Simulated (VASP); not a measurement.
Write the native input for VASP 6.6.1 that does the following.

```yaml
Task: single point
Functional: PBE
Potentials_or_basis: VASP PAW PBE potentials, release 64 (K_sv, Cd, C, O, F)
Cutoff: 520 eV
k_mesh: 5 × 5 × 5
Occupations: fermi-dirac, width 0.02 eV
Spin: no spin polarisation
Dipole_correction: no
Further_INCAR_settings: ALGO = Normal; EDIFF = 1e-06; NBANDS = 34
```

The structure of KCdCO3F lies in POSCAR:

```
KCdCO3F
1.0
    5.1324000000      0.0000000000      0.0000000000
   -2.5662000000      4.4447887824      0.0000000000
    0.0000000000      0.0000000000      4.4324000000
K Cd C O F
1 1 1 3 1
Direct
    0.0000000000      0.0000000000      0.0000000000
    0.6666666667      0.3333333333      0.5000000000
    0.3333333333      0.6666666667      0.5000000000
    0.1879054407      0.3758108815      0.5000000000
    0.1879054407      0.8120945593      0.5000000000
    0.6241891185      0.8120945593      0.5000000000
    0.6666666667      0.3333333333      0.0000000000
```

One way to write it, as run:

INCAR

```
SYSTEM = KCdCO3F
PREC     = Accurate       ! precision mode
ENCUT    = 520            ! plane-wave cutoff, eV
EDIFF    = 1E-6           ! SCF threshold, eV
ISMEAR   = -1             ! smearing method
SIGMA    = 0.02           ! smearing width, eV
LREAL    = .False.        ! projectors in reciprocal space
LASPH    = .True.         ! aspherical terms in the spheres
NELM     = 80             ! most SCF steps
ALGO     = Normal         ! electronic algorithm
ISIF     = 2              ! what is computed and relaxed
LWAVE    = .False.        ! write WAVECAR
LCHARG   = .False.        ! write CHGCAR
GGA      = PE             ! functional
NBANDS   = 34             ! bands
```

KPOINTS

```
Automatic mesh
0
Gamma
  5 5 5
  0 0 0
```

Potentials or basis: VASP PAW PBE potentials, release 64 (K_sv, Cd, C, O, F).

Run with:

```console
$ cat potpaw_PBE.64/K_sv/POTCAR potpaw_PBE.64/Cd/POTCAR potpaw_PBE.64/C/POTCAR potpaw_PBE.64/O/POTCAR potpaw_PBE.64/F/POTCAR > POTCAR
$ mpirun -np 1 vasp_std > vasp.out
```

It gave:

| Quantity | Value |
| --- | --- |
| Pressure | 1.5 GPa |
| Largest force | 0.253 eV/Å |
| Band gap on the k mesh | 1.81 eV |

Wall time 38 s on 1 thread of Intel(R) Xeon(R) Platinum 8488C (Sapphire Rapids), on a shared host, peak memory 0.26 GiB.
